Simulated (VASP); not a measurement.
Here is a VASP 6.6.1 calculation.

INCAR

```
ALGO     = Fast           # electronic algorithm
EDIFF    = 1E-6           # SCF threshold, eV
ENCUT    = 520            # plane-wave cutoff, eV
GGA      = PS             # functional
ISIF     = 2              # what is computed and relaxed
ISMEAR   = 0              # smearing method
LASPH    = True           # aspherical terms in the spheres
LCHARG   = False          # write CHGCAR
LREAL    = False          # projectors in reciprocal space
LWAVE    = False          # write WAVECAR
NBANDS   = 26             # bands
NELM     = 100            # most SCF steps
PREC     = Accurate       # precision mode
SIGMA    = 0.15           # smearing width, eV
```

The input KPOINTS:

```
k-points
0
Gamma
  12 12 12
```

The input POSCAR:

```
Sc3Al
1.0
    4.3747949981      0.0000000000      0.0000000000
    0.0000000000      4.3747949981      0.0000000000
    0.0000000000      0.0000000000      4.3747949981
Sc Al
3 1
Direct
    0.5000000000      0.0000000000      0.5000000000
    0.0000000000      0.5000000000      0.5000000000
    0.5000000000      0.5000000000      0.0000000000
    0.0000000000      0.0000000000      0.0685746418
```

Potentials or basis: VASP PAW PBE potentials, release 64 (Sc_sv, Al).

Command:

```bash
$ cat potpaw_PBE.64/Sc_sv/POTCAR potpaw_PBE.64/Al/POTCAR > POTCAR
$ mpirun -np 1 vasp_std > vasp.out
```

(1) What does it give for the pressure?

(2) Predict the band gap on the k mesh.

(3) Estimate the largest force.

## Answers

(1) 1.2 GPa.

(2) zero (bands 18 and 19 overlap by 1.13 eV).

(3) 1.399 eV/Å.

Caveat: the cell differs from its parent crystal (atom 4 (Al) moved +0.300 Å along Cartesian [0 0 1]); the PAW data sets were made with another functional, which shifts forces and pressure a little.
